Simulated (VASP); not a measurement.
A run of VASP 6.6.1 is set up as follows.

Contents of INCAR:

```
SYSTEM = NiCl3
  ALGO = Normal
  EDIFF = 1E-7
  EDIFFG = -0.01
  ENCUT = 600
  GGA = PS
  IBRION = 2
  ISIF = 3
  ISMEAR = -1
  LASPH = .TRUE.
  LCHARG = .FALSE.
  LREAL = .FALSE.
  LWAVE = .FALSE.
  NELM = 80
  NSW = 60
  PREC = Accurate
  SIGMA = 0.1
```

Contents of KPOINTS:

```
k-points
0
G
  4 4 3
  0 0 0
```

File POSCAR:

```
NiCl3
1.0
    3.1206840000      5.4051780000      0.0000000000
   -3.1206840000      5.4051780000      0.0000000000
    0.0000000000      0.0000000000      5.6323040000
Cl Ni
6 2
Direct
    0.3100000000      0.6900000000      0.2500000000
    0.3100000000      0.0000000000      0.7500000000
    0.0000000000      0.3100000000      0.2500000000
    0.6900000000      0.3100000000      0.7500000000
    0.6900000000      0.0000000000      0.2500000000
    0.0000000000      0.6900000000      0.7500000000
    0.0000000000      0.0000000000      0.0000000000
    0.0000000000      0.0000000000      0.5000000000
```

Potentials or basis: VASP PAW PBE potentials, release 64 (Cl, Ni).

Run with:

```console
$ cat potpaw_PBE.64/Cl/POTCAR potpaw_PBE.64/Ni/POTCAR > POTCAR
$ mpirun -np 1 vasp_std > vasp.out
```

Problem. What does it give for the band gap on the k mesh?

Solution. Zero (bands 31 and 32 overlap by 0.30 eV).

Problem. What does it give for the relaxed volume?

Solution. 22.05 Å³/atom.

Problem. Estimate the relaxed cell.

Solution. a = 6.042 Å, b = 6.042 Å, c = 5.578 Å, α = 90.00°, β = 90.00°, γ = 60.00°.

Problem. What does it give for the space group after relaxing (to 0.1 Å)?

Solution. P6_3/mcm (No. 193).

Final structure:
```
Cl Ni
1.0
     3.02111    5.23270    0.00000
    -3.02111    5.23270    0.00000
     0.00000    0.00000    5.57820
Cl Ni
6 2
Direct
  0.29382 0.70618 0.25000
  0.29382 0.00000 0.75000
  0.00000 0.29382 0.25000
  0.70618 0.29382 0.75000
  0.70618 0.00000 0.25000
  0.00000 0.70618 0.75000
  0.00000 0.00000 0.00000
  0.00000 0.00000 0.50000
```

Caveat: the k points lie up to 0.38 Å⁻¹ apart in the final cell; the PAW data sets were made with another functional, which shifts forces and pressure a little; the run has no spin polarisation, though such a crystal can be magnetic; semilocal functionals often make such compounds metallic where correlation or magnetic order opens a gap, which also shifts bond lengths. With open d or f shells a metallic result of PBEsol can be an artefact of self-interaction; +U or a hybrid may open a gap.
